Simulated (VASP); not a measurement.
**Ag: single point with PBEsol**

Ag, a slab with vacuum:

```xyz
7
Lattice="2.8671 0.0000 0.0000 -1.4335 2.4829 0.0000 0.0000 0.0000 29.0721" Properties=species:S:1:pos:R:3 pbc="T T T"
Ag    1.4335    0.8276    7.5179
Ag    0.0000    1.6553    9.8572
Ag    1.4335    0.8276   12.1902
Ag    0.0000    1.6553   14.5361
Ag    1.4335    0.8276   16.8819
Ag    0.0000    1.6553   19.2150
Ag    1.4335    0.8276   21.5543
```

- Program: VASP 6.6.1
- Task: single point
- Functional: PBEsol
- Potentials or basis: VASP PAW PBE potentials, release 64 (Ag)
- Cutoff: 520 eV
- k mesh: 12 × 12 × 1
- Occupations: gaussian, width 0.1 eV
- Spin: no spin polarisation
- Dipole correction: yes
- Further INCAR settings: ALGO = Normal; EDIFF = 1e-07; NBANDS = 48

| Property | Result |
| --- | --- |
| Largest force | 0.007 eV/Å |

Forces in eV/Å, atoms in the order of the input:
```
Ag   0.000  0.000  0.007
Ag   0.000  0.000  0.000
Ag   0.000  0.000 -0.001
Ag   0.000  0.000  0.000
Ag   0.000  0.000  0.001
Ag   0.000  0.000  0.000
Ag   0.000  0.000 -0.007
```

Levels at points of the mesh, in eV from the Fermi level:
```tsv
k point	band 36	band 37	band 38	band 39	band 40	band 41	band 42	band 43
(0.00, 0.00, 0.00)	-3.09	-3.01	-3.01	-2.97	-2.97	-1.98	-0.40	0.07
(0.50, 0.00, 0.00)	0.18	0.25	0.53	1.00	1.39	1.61	1.68	4.59
```

It took 3.1 min on 1 thread of Intel(R) Xeon(R) 6975P-C (Granite Rapids) (shared host), peak memory 0.42 GiB.

Caveat: the PAW data sets were made with another functional, which shifts forces and pressure a little.
